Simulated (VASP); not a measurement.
# Ag (P6/mmm) in VASP: further runs

Runs on Ag. Level: PBE. Tasks: single point, relaxation of cell and atoms.

Everything below comes from runs of VASP 6.6.1. Logs are shortened: lines on timing, memory, paths and dates and some standing lists are left out, and cuts for length are marked.

## Step 1: The cell of the first run

Symmetry: P6/mmm, No. 191, hexagonal system. The conventional cell has a = 4.158 Å, b = 4.158 Å, c = 2.482 Å, α = 90.00°, β = 90.00°, γ = 120.00°. Ag (site symmetry 6/mmm) has 14 Ag at 2.48 to 2.70 Å within 3.3 Å. Ag (site symmetry -6m2) has 11 Ag at 2.40 to 2.70 Å within 3.2 Å.

## Step 2: Single point, PBE

File INCAR:

```
ALGO = Normal
EDIFF = 1E-6
ENCUT = 520
GGA = PE
ISIF = 2
ISMEAR = -1
LASPH = True
LCHARG = False
LREAL = False
LWAVE = False
NBANDS = 24
NELM = 60
PREC = Accurate
SIGMA = 0.08
```

File KPOINTS:

```
k-points
0
Gamma
  9 9 12
```

File POSCAR:

```
Ag
1.0
    4.1580039853      0.0000000000      0.0000000000
   -2.0790019927      3.6009370803      0.0000000000
    0.0000000000      0.0000000000      2.4821900671
Ag
3
Direct
    0.0000000000      0.0000000000      0.0000000000
    0.3333333333      0.6666666667      0.5000000000
    0.6666666667      0.3333333333      0.5000000000
```

Potentials or basis: VASP PAW PBE potentials, release 64 (Ag).

The run is started by

```console
cat potpaw_PBE.64/Ag/POTCAR > POTCAR
mpirun -np 1 vasp_std > vasp.out
```

OUTCAR:

```text
EDIFF = 1E-6
   ENCUT = 520
   GGA = PE
   ISIF = 2
   ISMEAR = -1
   LASPH = True
   LREAL = False
   NELM = 60
   PREC = Accurate

 ion  position               nearest neighbor table
   1  0.000  0.000  0.000-   2 2.70   3 2.70   2 2.70   3 2.70   3 2.70   3 2.70   2 2.70   2 2.70
                             3 2.70   3 2.70   2 2.70   2 2.70
   2  0.333  0.667  0.500-   3 2.40   3 2.40   3 2.40   1 2.70   1 2.70   1 2.70   1 2.70   1 2.70
                             1 2.70   3 3.45   3 3.45   3 3.45   3 3.45   3 3.45   3 3.45
   3  0.667  0.333  0.500-   2 2.40   2 2.40   2 2.40   1 2.70   1 2.70   1 2.70   1 2.70   1 2.70
                             1 2.70   2 3.45   2 3.45   2 3.45   2 3.45   2 3.45   2 3.45

  LATTYP: Found a hexagonal cell.
 ALAT       =     4.1580039853
 C/A-ratio  =     0.5969667359

  Lattice vectors:

 A1 = (   4.1580039853,   0.0000000000,   0.0000000000)
 A2 = (  -2.0790019927,   3.6009370803,   0.0000000000)
 A3 = (   0.0000000000,   0.0000000000,   2.4821900671)

Analysis of symmetry for initial positions (statically):
=====================================================================
 Subroutine PRICEL returns:
 Original cell was already a primitive cell.

 Routine SETGRP: Setting up the symmetry group for a
 hexagonal supercell.

 Subroutine GETGRP returns: Found 24 space group operations
 (whereof 24 operations were pure point group operations)
 out of a pool of 24 trial point group operations.

The static configuration has the point symmetry D_6h.

Analysis of symmetry for dynamics (positions and initial velocities):
=====================================================================
 Subroutine PRICEL returns:
 Original cell was already a primitive cell.

 Routine SETGRP: Setting up the symmetry group for a
 hexagonal supercell.

 Subroutine GETGRP returns: Found 24 space group operations
 (whereof 24 operations were pure point group operations)
 out of a pool of 24 trial point group operations.

The dynamic configuration has the point symmetry D_6h.

 Subroutine INISYM returns: Found 24 space group operations
 (whereof 24 operations are pure point group operations),
 and found     1 'primitive' translations

----------------------------------------------------------------------------------------

                                     Primitive cell

  volume of cell :      37.1651

  direct lattice vectors                    reciprocal lattice vectors
[... 83 lines left out ...]
   ISPIN  =      1    spin polarized calculation?
   LNONCOLLINEAR =      F non collinear calculations
   LSORBIT =      F    spin-orbit coupling
   LASPH  =      T    aspherical Exc in radial PAW
   ENCUT  =  520.0 eV  38.22 Ry    6.18 a.u.   7.73  7.73  4.62*2*pi/ulx,y,z
   NELM   =     60;   NELMIN=  2; NELMDL= -5     # of ELM steps
   EDIFF  = 0.1E-05   stopping-criterion for ELM
   LREAL  =      F    real-space projection
   EDIFFG = 0.1E-04   stopping-criterion for IOM
   NSW    =      0    number of steps for IOM
   IBRION =     -1    ionic relax: 0-MD 1-quasi-New 2-CG
   NFREE  =      0    steps in history (QN), initial steepest desc. (CG)
   ISIF   =      2    stress and relaxation
   ISYM   =      2    0-nonsym 1-usesym 2-fastsym
   POTIM  = 0.5000    time-step for ionic-motion
   TEBEG  =    0.0;   TEEND  =   0.0 temperature during run
   PSTRESS=    0.0 pullay stress
   NELECT =      33.0000    total number of electrons
   NUPDOWN=      -1.0000    fix difference up-down
   EMIN   =  10.00;   EMAX   =-10.00  energy-range for DOS
   EFERMI =   0.00;   METHOD = LEGACY
   ISMEAR =    -1;   SIGMA  =   0.08  broadening in eV -4-tet -1-fermi 0-gaus
   EFERMI_NEDOS =   21; number of points for ismear=-14 and -15
   IALGO  =     38    algorithm
   IMIX   =      4    mixing-type and parameters
     AMIX     =   0.40;   BMIX     =  1.00
     AMIX_MAG =   1.60;   BMIX_MAG =  1.00
  volume/ion in A,a.u.               =      12.39        83.60
  Fermi-wavevector in a.u.,A,eV,Ry     =   1.573503  2.973490 33.686836  2.475913
  Thomas-Fermi vector in A             =   2.674778
   LORBIT       =      0    0 simple, 1 ext, 2 COOP (PROOUT), +10 PAW based schemes
   GGA     = PE    functional components
   LHFCALC =     F    Hartree Fock is set to
   AEXX    =    0.0000 exact exchange contribution
   IVDW    =     0    specifies the selected vdW correction
   LEPSILON=     F    determine dielectric tensor
   LRPA    =     F    only Hartree local field effects (RPA)
 non-spin polarized calculation
  energy-cutoff  :      520.00
  volume of cell :       37.17
 maximum number of plane-waves:      1030
 NGX is ok and might be reduce to    32

 number of electron      33.0000011 magnetization

 Free energy of the ion-electron system (eV)
  ---------------------------------------------------
  ext. energy  EPLUGINS =         0.00000000
  ---------------------------------------------------
  free energy    TOTEN  =        -4.40507616 eV

  energy without entropy =       -4.39213040  energy(sigma->0) =       -4.39860328

 E-fermi :  13.9775     XC(G=0): -14.2162

 val. band max:       13.9246384001   @ k =   0.3333   0.3333   0.4167
 cond. band min:      13.9797873678   @ k =   0.2222   0.1111   0.5000
 fundamental gap:      0.0551489677
 Fermi energy:        13.9774851003

 k-point     1 :       0.0000    0.0000    0.0000
  band No.  band energies     occupation
      1       3.3434      2.00000
      2       4.8176      2.00000
      3       6.6964      2.00000
      4       6.9857      2.00000
      5       7.0478      2.00000
      6       7.0478      2.00000
[... 637 lines left out ...]
     23      30.0058      0.00000
     24      31.4527      0.00000

 [... further k-points ...]
[... 5 lines left out ...]
  --------------------------------------------------------------------------------------
  -------------------------------------------------------------------------------------
  Total       22.9691843     22.9691843     22.9659716     -0.0000000     -0.0000000     -0.0000000
  in kB      990.1949031    990.1949031    990.0564063     -0.0000000     -0.0000000     -0.0000000
  external PRESSURE =     990.1487375 kB  Pullay stress =       0.0000000 kB

 VOLUME and BASIS-vectors are now :
 -----------------------------------------------------------------------------
  energy-cutoff  :      520.00
  volume of cell :       37.17
      direct lattice vectors                 reciprocal lattice vectors
     4.158003985  0.000000000  0.000000000     0.240500010  0.138852746  0.000000000
    -2.079001993  3.600937080  0.000000000     0.000000000  0.277705491  0.000000000
     0.000000000  0.000000000  2.482190067     0.000000000  0.000000000  0.402870035

 POSITION                                       TOTAL-FORCE (eV/Angst)
 -----------------------------------------------------------------------------------
      0.00000      0.00000      0.00000         0.000000      0.000000      0.000000
     -0.00000      2.40062      1.24110         0.000000      0.000000      0.000000
      2.07900      1.20031      1.24110        -0.000000      0.000000      0.000000
 -----------------------------------------------------------------------------------
    total drift:                               -0.000000      0.000000      0.000000

  FREE ENERGIE OF THE ION-ELECTRON SYSTEM (eV)
  ---------------------------------------------------
  free  energy   TOTEN  =        -4.4050761596 eV

  energy  without entropy=       -4.3921304043  energy(sigma->0) =       -4.39860328
```

stdout:

```text
POSCAR found type information on POSCAR Ag
 POSCAR found :  1 types and       3 ions
 scaLAPACK will be used
 LDA part: xc-table for (Slater+PW92), standard interpolation
 POSCAR, INCAR and KPOINTS ok, starting setup
 FFT: planning ... GRIDC
 FFT: planning ... GRID_SOFT
 FFT: planning ... GRID
 WAVECAR not read
 entering main loop
```

It took 18 s on 1 thread of Intel Xeon 6975P-C (Granite Rapids), shared host; peak memory 0.18 GiB.

What came out:

* Free energy: -4.4051 eV
* Pressure: 99.0 GPa

## Step 3: Single point, PBE

File INCAR:

```
SYSTEM = Ag
PREC = Accurate
ENCUT = 520
EDIFF = 1E-6
ISMEAR = -1
SIGMA = 0.08
LREAL = .False.
LASPH = .True.
NELM = 60
ALGO = Normal
ISIF = 2
LWAVE = .False.
LCHARG = .False.
GGA = PE
NBANDS = 24
```

File KPOINTS:

```
Automatic mesh
0
Gamma
  9 9 12
  0 0 0
```

File POSCAR:

```
Ag
1.0
    4.1578132068      0.0000000000      0.0000000000
   -2.0789066034      3.6007718612      0.0000000000
    0.0000000000      0.0000000000      2.4820764329
Ag
3
Direct
    0.0000000000      0.0000000000      0.0000000000
    0.3333333333      0.6666666667      0.5000000000
    0.6666666667      0.3333333333      0.5000000000
```

Potentials or basis: VASP PAW PBE potentials, release 64 (Ag).

The run is started by

```console
cat potpaw_PBE.64/Ag/POTCAR > POTCAR
mpirun -np 1 vasp_std > vasp.out
```

Run time: 19 s. Hardware: 1 thread of Intel Xeon 6975P-C (Granite Rapids), shared host; peak memory 0.18 GiB.

Results (log left out):

- Free energy: -4.4019 eV
- Pressure: 99.1 GPa

Levels at points of the mesh, in eV from the Fermi level:
```csv
k point,band 13,band 14,band 15,band 16,band 17,band 18,band 19,band 20
"(0.00, 0.00, 0.00)",-5.05,-5.05,-3.15,-3.15,5.73,5.73,5.75,5.75
"(0.00, 0.00, 0.50)",-3.52,-3.52,-2.37,-0.27,0.85,8.16,8.85,8.85
```

## Step 4: Relaxation of cell and atoms, PBE, target pressure 100 GPa, at which the enthalpy is minimised

This run uses another cell than the first one: it holds 1 atom, not 3.

File INCAR:

```
PREC     = Accurate       # precision mode
ENCUT    = 600            # plane-wave cutoff, eV
EDIFF    = 1E-7           # SCF threshold, eV
ISMEAR   = -1             # smearing method
SIGMA    = 0.08           # smearing width, eV
LREAL    = False          # projectors in reciprocal space
LASPH    = True           # aspherical terms in the spheres
NELM     = 100            # most SCF steps
ALGO     = Normal         # electronic algorithm
ISIF     = 3              # what is computed and relaxed
LWAVE    = False          # write WAVECAR
LCHARG   = False          # write CHGCAR
GGA      = PE             # functional
IBRION   = 2              # ionic algorithm
NSW      = 60             # ionic steps
EDIFFG   = -0.005         # ionic threshold
PSTRESS  = 1000.0
```

File KPOINTS:

```
Automatic mesh
0
Gamma
  18 18 16
```

File POSCAR:

```
Ag
1.0
    2.4810028466      0.0000000000      0.0000000000
   -1.2405014233      2.1486114921      0.0000000000
    0.0000000000      0.0000000000      2.3321426758
Ag
1
Direct
    0.0000000000      0.0000000000      0.0000000000
```

The run is started by

```console
cat potpaw_PBE.64/Ag/POTCAR > POTCAR
mpirun -np 1 vasp_std > vasp.out
```

Wall time 94 s (1 thread of Intel Xeon 6975P-C (Granite Rapids), shared host); peak memory 0.18 GiB.

Results (log left out):

| Item | Value |
| --- | --- |
| Free energy | -1.2216 eV |
| Relaxed volume | 12.86 Å³/atom |
| Relaxed cell | a = 2.490 Å, b = 2.490 Å, c = 2.395 Å, α = 90.00°, β = 90.00°, γ = 120.00° |
| Space group after relaxing (to 0.05 Å) | P6/mmm (No. 191) |
| Energy change on relaxing (the enthalpy is what falls) | -306.5 meV/atom |
| Ionic steps | 13 |
| Pressure after relaxing | 100.0 GPa |

Stress tensor (GPa, compression positive):
```
100.06   0.00   0.00
  0.00 100.06   0.00
  0.00   0.00  99.95
```

Step by step:
| step | energy change (eV) | largest force (eV/Å) | pressure (GPa) | volume (Å³) |
| --- | --- | --- | --- | --- |
| 1 | 0.0000 | 0.0000 | 119.03 | 12.43 |
| 2 | -1.1935 | 0.0000 | 38.92 | 15.24 |
| 3 | -0.3730 | 0.0000 | 95.64 | 12.97 |
| 4 | -0.3366 | 0.0000 | 97.95 | 12.91 |
| 5 | -0.3305 | 0.0000 | 98.34 | 12.90 |
| 6 | -0.2138 | 0.0000 | 106.02 | 12.73 |
| 7 | -0.3020 | 0.0000 | 100.31 | 12.85 |
| 8 | -0.3014 | 0.0000 | 100.36 | 12.85 |
| 9 | -0.3225 | 0.0000 | 99.00 | 12.89 |
| 10 | -0.3062 | 0.0000 | 100.04 | 12.86 |
| 11 | -0.3063 | 0.0000 | 100.04 | 12.86 |
| 12 | -0.3145 | 0.0000 | 99.51 | 12.87 |
| 13 | -0.3065 | 0.0000 | 100.02 | 12.86 |

Final structure:
```yaml
crystal:
  lattice:
    - [2.49003, 0.00000, 0.00000]
    - [-1.24502, 2.15643, 0.00000]
    - [0.00000, 0.00000, 2.39506]
  atoms:
    - { symbol: Ag, position: [0.00000, 0.00000, 0.00000] }
```

Levels at points of the mesh, in eV from the Fermi level:
```
           k point  band 3  band 4  band 5  band 6  band 7  band 8  band 9
(0.00, 0.00, 0.00)   -6.28   -6.28   -2.97   -2.97   16.20   16.69   23.51
(0.50, 0.00, 0.00)   -5.07   -3.42   -2.59   -1.29    5.49   14.50   19.83
(0.00, 0.00, 0.50)   -5.86   -4.80   -4.80   -2.59    3.59   20.23   23.82
(0.50, 0.00, 0.50)   -5.61   -2.43   -1.73    5.09    5.33   13.57   14.55
```

Caveat: the cell is relaxed towards a set pressure, so the enthalpy falls and the energy may rise.

## Step 5: Relaxation of cell and atoms, PBE, target pressure 100 GPa, at which the enthalpy is minimised

This run uses another cell than the first one: it holds 1 atom, not 3.

File INCAR:

```
ALGO = Normal
EDIFF = 1E-6
EDIFFG = -0.005
ENCUT = 600
GGA = PE
IBRION = 2
ISIF = 3
ISMEAR = -1
LASPH = T
LCHARG = F
LREAL = F
LWAVE = F
NELM = 60
NSW = 32
PREC = Accurate
PSTRESS = 1000.0
SIGMA = 0.08
```

File KPOINTS:

```
k-points
0
Gamma
  18 18 16
```

File POSCAR:

```
Ag
1.0
    2.4916657392      0.0000000000      0.0000000000
   -1.2458328696      2.1578458279      0.0000000000
    0.0000000000      0.0000000000      2.3970541720
Ag
1
Direct
    0.0000000000      0.0000000000      0.0000000000
```

The run is started by

```console
cat potpaw_PBE.64/Ag/POTCAR > POTCAR
mpirun -np 1 vasp_std > vasp.out
```

Wall time 42 s (1 thread of Intel Xeon 6975P-C (Granite Rapids), shared host); peak memory 0.17 GiB.

It converged, with:

| Quantity | Value |
| --- | --- |
| Free energy | -1.2230 eV |
| Relaxed volume | 12.86 Å³/atom |
| Relaxed cell | a = 2.490 Å, b = 2.490 Å, c = 2.395 Å, α = 90.00°, β = 90.00°, γ = 120.00° |
| Space group after relaxing (to 0.05 Å) | P6/mmm (No. 191) |
| Energy change on relaxing (the enthalpy is what falls) | +16.1 meV/atom |
| Ionic steps | 7 |
| Pressure after relaxing | 100.0 GPa |

The path:
```tsv
step	energy change (eV)	largest force (eV/Å)	pressure (GPa)	volume (Å³)
1	0.0000	0.0000	98.93	12.89
2	0.1019	0.0000	105.53	12.73
3	0.0167	0.0000	100.08	12.86
4	0.0156	0.0000	99.94	12.86
5	0.0161	0.0000	99.95	12.86
6	0.0162	0.0000	99.98	12.86
7	0.0161	0.0000	99.98	12.86
```

Final structure:
```xyz
1
Lattice="2.4902 0.0000 0.0000 -1.2451 2.1566 0.0000 0.0000 0.0000 2.3950" Properties=species:S:1:pos:R:3 pbc="T T T"
Ag    0.0000    0.0000    2.3950
```

Levels at points of the mesh, in eV from the Fermi level:
```tsv
k point	band 4	band 5	band 6	band 7	band 8	band 9
(0.00, 0.00, 0.00)	-6.28	-2.97	-2.97	16.20	16.69	23.51
(0.50, 0.00, 0.00)	-3.42	-2.59	-1.29	5.49	14.50	19.83
(0.00, 0.00, 0.50)	-4.80	-4.80	-2.59	3.59	20.23	23.82
(0.50, 0.00, 0.50)	-2.43	-1.73	5.09	5.33	13.57	14.55
```

Caveat: the cell is relaxed towards a set pressure, so the enthalpy falls and the energy may rise.

## Step 6: The runs side by side

| task | cell | k mesh | cutoff (eV) | gap on the mesh (eV) | pressure (GPa) |
| --- | --- | --- | --- | --- | --- |
| single point | a = 4.158, b = 4.158, c = 2.482 Å, angles 90.0, 90.0, 120.0°, 3 atoms | 9 × 9 × 12 | 520 | none | 99.1 |
| relaxation of cell and atoms | relaxed to 100 GPa from a = 2.481, b = 2.481, c = 2.332 Å, angles 90.0, 90.0, 120.0°, 1 atom | 18 × 18 × 16 | 600 | none | 100.0 |
| relaxation of cell and atoms | relaxed to 100 GPa from a = 2.492, b = 2.492, c = 2.397 Å, angles 90.0, 90.0, 120.0°, 1 atom | 18 × 18 × 16 | 600 | none | 100.0 |

Alike in all rows: level PBE; potentials or basis VASP PAW PBE potentials, release 64 (Ag); no spin polarisation; smearing fermi-dirac 0.08 eV.

Caveats: the cell is relaxed towards a set pressure, so the enthalpy falls and the energy may rise (some runs).

Absolute energies hang on the potentials; compare differences alone.
